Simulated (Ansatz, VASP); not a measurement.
## MgO: VASP beside Ansatz

File INCAR:

```
SYSTEM = MgO
ALGO = Normal
EDIFF = 1E-6
ENCUT = 520
GGA = PE
ISIF = 2
ISMEAR = 0
LASPH = .TRUE.
LCHARG = .FALSE.
LREAL = .FALSE.
LWAVE = .FALSE.
NBANDS = 26
NELM = 60
PREC = Accurate
SIGMA = 0.05
```

Contents of KPOINTS:

```
k-points
0
G
  6 6 6
  0 0 0
```

The input POSCAR:

```
MgO
1.0
    4.2538458108      0.0000000000      0.0000000000
    0.0000000000     -4.2538458108      0.0000000000
    0.0000000000      0.0000000000     -4.2538458108
Mg O
4 4
Direct
    0.0498682942      0.0498682942      0.0000000000
    0.5000000000      0.5000000000      0.0000000000
    0.5000000000      0.0000000000      0.5000000000
    0.0000000000      0.5000000000      0.5000000000
    0.5000000000      0.0000000000      0.0000000000
    0.0000000000      0.5000000000      0.0000000000
    0.0000000000      0.0000000000      0.5000000000
    0.5000000000      0.5000000000      0.5000000000
```

Input for Ansatz:

```yaml
crystal:
  lattice:
    - [4.2538458108, 0.0, 0.0]
    - [0.0, -4.2538458108, 0.0]
    - [0.0, 0.0, -4.2538458108]
  atoms:
    - { symbol: Mg, position: [0.0498682942, 0.0498682942, 0.0] }
    - { symbol: Mg, position: [0.5, 0.5, 0.0] }
    - { symbol: Mg, position: [0.5, 0.0, 0.5] }
    - { symbol: Mg, position: [0.0, 0.5, 0.5] }
    - { symbol: O, position: [0.5, 0.0, 0.0] }
    - { symbol: O, position: [0.0, 0.5, 0.0] }
    - { symbol: O, position: [0.0, 0.0, 0.5] }
    - { symbol: O, position: [0.5, 0.5, 0.5] }
basis:
  ecutwfc: 420
kpoints:
  mp_grid: { grid: [6, 6, 6] }
hamiltonian:
  xc: pbe
scf:
  occupations: { method: gaussian, width: 0.05 }
output:
  forces: true
  stress: true
  eigenvalues: true
```

Alike in both runs: task single point; functional PBE; k mesh 6 × 6 × 6; occupations gaussian, width 0.05 eV; no spin polarisation.

```csv
,VASP,Ansatz
version,VASP 6.6.1,Ansatz 0.2.0
potentials or method,"VASP PAW PBE potentials, release 64 (Mg, O), cutoff 520 eV","scalar-relativistic, plane waves, PAW"
valence electrons in the cell,32,64
```

Ansatz gave:

```
gap on the k mesh at the Fermi level (eV)                     : 4.45
least direct gap on the mesh (eV)                             : 4.45
pressure (GPa)                                                : 2.4
traceless stress, the component that is largest in VASP (GPa) : -2.22
rms of the force components (eV/Å)                            : 0.684
```

Problem. Estimate VASP's values.

Solution. gap on the k mesh at the Fermi level (eV): 4.43; least direct gap on the mesh (eV): 4.43; pressure (GPa): 1.7; traceless stress, the component that is largest in VASP (GPa): -2.25; rms of the force components (eV/Å): 0.691.

Atom by atom the forces differ by 0.008 eV/Å (rms over components). VASP's potentials hold 32 valence electrons a cell and Ansatz's 64, so a difference there can come from the potentials and not from the codes.
